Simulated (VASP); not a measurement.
TiAl, 2 atoms in the cell. Symmetry: P4/mmm, No. 123, tetragonal system. The conventional cell has a = 2.811 Å, b = 2.811 Å, c = 4.066 Å, α = 90.00°, β = 90.00°, γ = 90.00°. Within 3.7 Å of Ti (site symmetry 4/mmm) lie 4 Ti at 2.81 Å and 8 Al at 2.84 Å. Within 3.7 Å of Al (site symmetry 4/mmm) lie 4 Al at 2.81 Å and 8 Ti at 2.84 Å. 

| Property | Result |
| --- | --- |
| Program | VASP 6.6.1 |
| Task | relaxation of cell and atoms |
| Functional | PBE |
| Potentials or basis | VASP PAW PBE potentials, release 64 (Ti_sv, Al) |
| Cutoff | 600 eV |
| k mesh | 14 × 14 × 10 |
| Occupations | gaussian, width 0.1 eV |
| Spin | no spin polarisation |
| Dipole correction | no |
| Further INCAR settings | ALGO = Normal; EDIFF = 1e-06; IBRION = 2; EDIFFG = -0.005; NSW = 100; ISIF = 3 |

Potentials or basis: VASP PAW PBE potentials, release 64 (Ti_sv, Al).

Run with:

```bash
$ cat potpaw_PBE.64/Ti_sv/POTCAR potpaw_PBE.64/Al/POTCAR > POTCAR
$ mpirun -np 1 vasp_std > vasp.out
```

Hardware: 1 thread of Intel(R) Xeon(R) 6975P-C (Granite Rapids), with other jobs on the host.

Task: Estimate the wall time of this run.

Result: Wall time 70 s on 1 thread of Intel(R) Xeon(R) 6975P-C (Granite Rapids), on a shared host, peak memory 0.24 GiB. Counts: scf iterations 34, k points 216, ion steps 4.
